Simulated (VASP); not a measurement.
# SnO2 (Fm-3m) in VASP: settings compared, part 2 of 2

VASP 6.6.1. Earlier steps stand in the parts before.

## 4. Single point, PBE-based screened hybrid

POSCAR reads:

```
SnO2
1.0
    0.0000000000      2.5334669704      2.5334669704
    2.5334669704      0.0000000000      2.5334669704
    2.5334669704      2.5334669704      0.0000000000
Sn O
1 2
Direct
    0.0000000000      0.0000000000      0.0000000000
    0.2500000000      0.2500000000      0.2500000000
    0.7500000000      0.7500000000      0.7500000000
```

INCAR.step1 reads:

```
PREC = Accurate
ENCUT = 520
EDIFF = 1E-5
ISMEAR = 0
SIGMA = 0.01
LREAL = F
LASPH = T
NELM = 60
ALGO = Normal
ISIF = 2
LWAVE = T
GGA = PE
NBANDS = 20
```

INCAR.step2 reads:

```
PREC = Accurate
ENCUT = 520
EDIFF = 1E-6
ISMEAR = 0
SIGMA = 0.01
LREAL = F
LASPH = T
NELM = 60
ALGO = Normal
ISIF = 2
LWAVE = F
LCHARG = T
GGA = PE
LHFCALC = T
AEXX = 0.3
HFSCREEN = 0.5
PRECFOCK = Normal
LELF = T
LVHAR = T
ISTART = 1
NBANDS = 20
```

KPOINTS reads:

```
regular mesh
0
Gamma
  4 4 4
```

Potentials or basis: VASP PAW PBE potentials, release 64 (Sn_d, O).

The run is started by

```bash
> cat potpaw_PBE.64/Sn_d/POTCAR potpaw_PBE.64/O/POTCAR > POTCAR
> cp INCAR.step1 INCAR
> mpirun -np 1 vasp_std > vasp.out
> cp INCAR.step2 INCAR
> mpirun -np 1 vasp_std > vasp.out
```

OUTCAR:

```text
PREC = Accurate
   ENCUT = 520
   EDIFF = 1E-6
   ISMEAR = 0
   LREAL = F
   LASPH = T
   NELM = 60
   ISIF = 2
   GGA = PE
   LHFCALC = T
   AEXX = 0.3
   HFSCREEN = 0.5
   PRECFOCK = Normal
   ISTART = 1

 ion  position               nearest neighbor table
   1  0.000  0.000  0.000-   3 2.19   3 2.19   3 2.19   2 2.19   3 2.19   2 2.19   2 2.19   2 2.19

   2  0.250  0.250  0.250-   1 2.19   1 2.19   1 2.19   1 2.19
   3  0.750  0.750  0.750-   1 2.19   1 2.19   1 2.19   1 2.19

  LATTYP: Found a face centered cubic cell.
 ALAT       =     5.0669339408

  Lattice vectors:

 A1 = (   0.0000000000,   2.5334669704,   2.5334669704)
 A2 = (   2.5334669704,   0.0000000000,   2.5334669704)
 A3 = (   2.5334669704,   2.5334669704,   0.0000000000)

Analysis of symmetry for initial positions (statically):
=====================================================================
[... 160 lines left out ...]
  ext. energy  EPLUGINS =         0.00000000
  ---------------------------------------------------
  free energy    TOTEN  =       -21.67566872 eV

  energy without entropy =      -21.67566872  energy(sigma->0) =      -21.67566872

 E-fermi :   7.2924     XC(G=0):  -9.8374

 val. band max:        7.2282135610   @ k =  -0.2500   0.5000   0.2500
 cond. band min:       8.5016951028   @ k =   0.0000   0.0000   0.0000
 fundamental gap:      1.2734815419
 Fermi energy:         7.2924085110

 k-point     1 :       0.0000    0.0000    0.0000
  band No.  band energies     occupation
      1     -14.9977      2.00000
      2     -14.9977      2.00000
      3     -14.9977      2.00000
      4     -14.7965      2.00000
      5     -14.7965      2.00000
      6     -14.2988      2.00000
[... 173 lines left out ...]
     19      25.5933      0.00000
     20      27.4815      0.00000

------------------------ aborting loop because EDIFF is reached ----------------------------------------

  FORCE on cell =-STRESS in cart. coord.  units (eV):
  Direction    XX          YY          ZZ          XY          YZ          ZX
  --------------------------------------------------------------------------------------
  -------------------------------------------------------------------------------------
  Total       -0.3188614     -0.3188614     -0.3188614      0.0000000      0.0000000      0.0000000
  in kB      -15.7085758    -15.7085758    -15.7085758      0.0000000      0.0000000      0.0000000
  external PRESSURE =     -15.7085758 kB  Pullay stress =       0.0000000 kB

 VOLUME and BASIS-vectors are now :
 -----------------------------------------------------------------------------
  energy-cutoff  :      520.00
  volume of cell :       32.52
      direct lattice vectors                 reciprocal lattice vectors
     0.000000000  2.533466970  2.533466970    -0.197358010  0.197358010  0.197358010
     2.533466970  0.000000000  2.533466970     0.197358010 -0.197358010  0.197358010
     2.533466970  2.533466970  0.000000000     0.197358010  0.197358010 -0.197358010

 POSITION                                       TOTAL-FORCE (eV/Angst)
 -----------------------------------------------------------------------------------
      0.00000      0.00000      0.00000         0.000000      0.000000      0.000000
      1.26673      1.26673      1.26673         0.000000     -0.000000      0.000000
      3.80020      3.80020      3.80020        -0.000000     -0.000000     -0.000000
 -----------------------------------------------------------------------------------
    total drift:                               -0.000000     -0.000000     -0.000000

  FREE ENERGIE OF THE ION-ELECTRON SYSTEM (eV)
  ---------------------------------------------------
  free  energy   TOTEN  =       -21.6756687219 eV

  energy  without entropy=      -21.6756687219  energy(sigma->0) =      -21.67566872
```

OUTCAR.step1:

```text
PREC = Accurate
   ENCUT = 520
   EDIFF = 1E-5
   ISMEAR = 0
   LREAL = F
[... 392 lines left out ...]
      0.00000      0.00000      0.00000         0.000000     -0.000000      0.000000
      1.26673      1.26673      1.26673        -0.000000     -0.000000     -0.000000
      3.80020      3.80020      3.80020         0.000000      0.000000      0.000000
 -----------------------------------------------------------------------------------
    total drift:                                0.000000      0.000000      0.000000

  FREE ENERGIE OF THE ION-ELECTRON SYSTEM (eV)
  ---------------------------------------------------
  free  energy   TOTEN  =       -17.8539122618 eV

  energy  without entropy=      -17.8539122618  energy(sigma->0) =      -17.85391226
```

OSZICAR.step1:

```text
N       E                     dE             d eps       ncg     rms          rms(c)
DAV:   1     0.248428694148E+03    0.24843E+03   -0.13616E+04   352   0.205E+03
DAV:   2     0.375639062602E+01   -0.24467E+03   -0.23431E+03   368   0.504E+02
DAV:   3    -0.204093490093E+02   -0.24166E+02   -0.23915E+02   372   0.133E+02
DAV:   4    -0.210548246388E+02   -0.64548E+00   -0.64519E+00   352   0.226E+01
DAV:   5    -0.210703714132E+02   -0.15547E-01   -0.15546E-01   432   0.367E+00    0.110E+01
DAV:   6    -0.178409961564E+02    0.32294E+01   -0.11228E+01   456   0.561E+01    0.392E+00
DAV:   7    -0.178687371076E+02   -0.27741E-01   -0.69314E-01   336   0.585E+00    0.197E+00
DAV:   8    -0.178553425052E+02    0.13395E-01   -0.65646E-02   336   0.257E+00    0.366E-01
DAV:   9    -0.178533814436E+02    0.19611E-02   -0.11402E-02   460   0.164E+00    0.828E-02
DAV:  10    -0.178539091125E+02   -0.52767E-03   -0.13250E-03   336   0.375E-01    0.192E-02
DAV:  11    -0.178539122618E+02   -0.31492E-05   -0.44741E-05   424   0.100E-01
   1 F= -.17853912E+02 E0= -.17853912E+02  d E =-.115007E-22
```

It took 7.5 min on 1 thread of AMD EPYC 7R13 (Zen 3), shared host; peak memory 0.23 GiB.

What came out:

- Free energy: -21.6757 eV
- Pressure: -1.6 GPa
- Band gap on the k mesh: 1.27 eV, indirect (least direct gap 2.77 eV)

Levels at points of the mesh, in eV from the valence-band top:
```csv
k point,band 9,band 10,band 11,band 12,band 13,band 14,band 15,band 16,band 17,band 18
"(0.00, 0.00, 0.00)",-3.19,-3.19,-1.50,-1.50,-1.50,1.27,8.30,8.30,8.30,14.76
"(0.50, 0.00, 0.00)",-4.10,-3.64,-3.64,-2.31,-2.31,6.08,9.26,11.90,11.90,16.75
"(0.50, 0.50, 0.00)",-5.91,-5.91,-0.22,-0.22,-0.12,4.35,8.49,11.23,13.97,13.97
```

Caveat: the k points lie up to 0.54 Å⁻¹ apart; the PAW data sets were made with another functional, which shifts forces and pressure a little; spin-orbit coupling is left out, which moves the levels of the heavy elements. A k mesh can miss the band edges.

## 5. The runs side by side

| level | grid for exact exchange (PRECFOCK) | share of exact exchange | screening parameter | gap on the mesh (eV) | pressure (GPa) |
| --- | --- | --- | --- | --- | --- |
| PBE | - | - | - | 0.27 | 9.7 |
| PBE-based screened hybrid | Normal | 0.1 | 0.3 1/Å | 0.72 | 5.1 |
| PBE-based screened hybrid | Normal | 0.3 | 0.5 1/Å | 1.27 | -1.6 |

Alike in all rows: task single point; potentials or basis VASP PAW PBE potentials, release 64 (Sn_d, O); no spin polarisation; cell as given; k mesh 4 × 4 × 4; cutoff (eV) 520; smearing gaussian 0.01 eV.

Caveats: all runs use coarse meshes; spin-orbit coupling is left out, which moves the levels of the heavy elements; the PAW data sets were made with another functional, which shifts forces and pressure a little (some runs).

Total energies depend on the potentials used, so only differences within one code and one set of settings carry meaning.
